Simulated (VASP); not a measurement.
Here is a VASP 6.6.1 calculation.

Contents of INCAR:

```
SYSTEM = Cd5N3
PREC     = Accurate       ! precision mode
ENCUT    = 520            ! plane-wave cutoff, eV
EDIFF    = 1E-7           ! SCF threshold, eV
ISMEAR   = 0              ! smearing method
SIGMA    = 0.1            ! smearing width, eV
LREAL    = .FALSE.        ! projectors in reciprocal space
LASPH    = .TRUE.         ! aspherical terms in the spheres
NELM     = 150            ! most SCF steps
ALGO     = Normal         ! electronic algorithm
ISIF     = 2              ! what is computed and relaxed
LWAVE    = .FALSE.        ! write WAVECAR
LCHARG   = .TRUE.         ! write CHGCAR
ISPIN    = 2              ! spin polarisation
MAGMOM   = 0 0 0 0 0 1 1 1 ! initial moments
LORBIT   = 11             ! projections on sites
GGA      = PE             ! functional
LELF     = .TRUE.         ! ELF
LVHAR    = .TRUE.       
NBANDS   = 52             ! bands
```

The input KPOINTS:

```
regular mesh
0
G
  4 4 4
  0 0 0
```

Contents of POSCAR:

```
Cd5N3
1.0
   -3.1421751180      3.1421751180      3.1421751180
    3.1421751180     -3.1421751180      3.1421751180
    3.1421751180      3.1421751180     -3.1421751180
Cd N
5 3
Direct
    0.0000000000      0.0000000000      0.0000000000
    0.0000000000      0.0000000000      0.5000000000
    0.0000000000      0.5000000000      0.0000000000
    0.5000000000      0.0000000000      0.0000000000
    0.5000000000      0.5000000000      0.5000000000
    0.0000000000      0.5000000000      0.5000000000
    0.5000000000      0.5000000000      0.0000000000
    0.5000000000      0.0000000000      0.5000000000
```

Potentials or basis: VASP PAW PBE potentials, release 64 (Cd, N).

Launch:

```bash
$ cat potpaw_PBE.64/Cd/POTCAR potpaw_PBE.64/N/POTCAR > POTCAR
$ mpirun -np 1 vasp_std > vasp.out
```

Task: What does it give for the site moments?

Result: Cd -0.01; N +0.13 μB.

Task: Predict the pressure.

Result: 0.9 GPa.

Task: What does it give for the net moment?

Result: 0.45 μB per cell.
